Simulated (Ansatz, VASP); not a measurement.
**One calculation of Si, two programs**

```xyz
2
Lattice="0.0000 2.7710 2.7710 2.7710 0.0000 2.7710 2.7710 2.7710 0.0000" Properties=species:S:1:pos:R:3 pbc="T T T"
Si    0.0000    0.0000    0.0000
Si    1.3855    1.3855    1.3855
```

Alike in both runs: task single point; functional HSE06; k mesh 4 × 4 × 4; occupations fermi-dirac, width 0.05 eV; no spin polarisation.

|  | VASP | Ansatz |
| --- | --- | --- |
| version | VASP 6.6.1 | Ansatz 0.2.0 development build |
| potentials or method | VASP PAW PBE potentials, release 64 (Si) | plane waves, PAW datasets (generated soft set 1) |
| plane-wave cutoff (eV) | 520 | 420 |
| valence electrons in the cell | 8 | 8 |

VASP gave:

| Quantity | Value |
| --- | --- |
| gap on the k mesh at the Fermi level (eV) | 1.44 |

Task: Estimate Ansatz's values.

Result: gap on the k mesh at the Fermi level (eV): 1.43.

With one functional, cell and mesh, what is left measures potentials, basis and numerics. Ansatz's warnings: stress exchange threshold loose, stress scf threshold loose.

The k mesh is coarse, so the values compare programs but aren't converged.
